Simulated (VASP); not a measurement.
A run of VASP 6.6.1 is set up as follows.

POSCAR

```
ZnS
1.0
    3.9065077407      0.0000000000      0.0000000000
   -1.9532538703      3.3831349435      0.0000000000
    0.0000000000      0.0000000000      5.8206551700
Zn S
2 2
Direct
    0.3333333333      0.6666666667      0.2500000000
    0.6666666667      0.3333333333      0.7500000000
    0.6666666667      0.3333333333      0.2500000000
    0.3333333333      0.6666666667      0.7500000000
```

Contents of INCAR.step1:

```
ALGO = Normal ; EDIFF = 1E-4
ENCUT = 520 ; GGA = PE
ISMEAR = 0 ; LASPH = True
LCHARG = False ; LREAL = False
LWAVE = True ; NBANDS = 26
NELM = 60 ; PREC = Accurate
SIGMA = 0.01
```

The input INCAR.step2:

```
ALGO = Normal ; EDIFF = 1E-7
ENCUT = 520 ; ISIF = 2
ISMEAR = 0 ; ISTART = 1
LASPH = True ; LCHARG = True
LELF = True ; LMIXTAU = True
LREAL = False ; LVHAR = True
LWAVE = False ; METAGGA = R2SCAN
NBANDS = 26 ; NELM = 60
PREC = Accurate ; SIGMA = 0.01
```

File KPOINTS:

```
k-points
0
Gamma
  6 6 4
```

Potentials or basis: VASP PAW PBE potentials, release 64 (Zn, S).

Run with:

```sh
$ cat potpaw_PBE.64/Zn/POTCAR potpaw_PBE.64/S/POTCAR > POTCAR
$ cp INCAR.step1 INCAR
$ mpirun -np 1 vasp_std > vasp.out
$ cp INCAR.step2 INCAR
$ mpirun -np 1 vasp_std > vasp.out
```

**Question.** Predict the pressure.

**Answer.** 2.6 GPa.

**Question.** Predict the band gap on the k mesh.

**Answer.** 2.05 eV.

Stress tensor (GPa, compression positive):
```
3.17 0.00 0.00
0.00 3.17 0.00
0.00 0.00 1.34
```

Caveat: the PAW data sets were made with another functional, which shifts forces and pressure a little. A k mesh can miss the band edges.
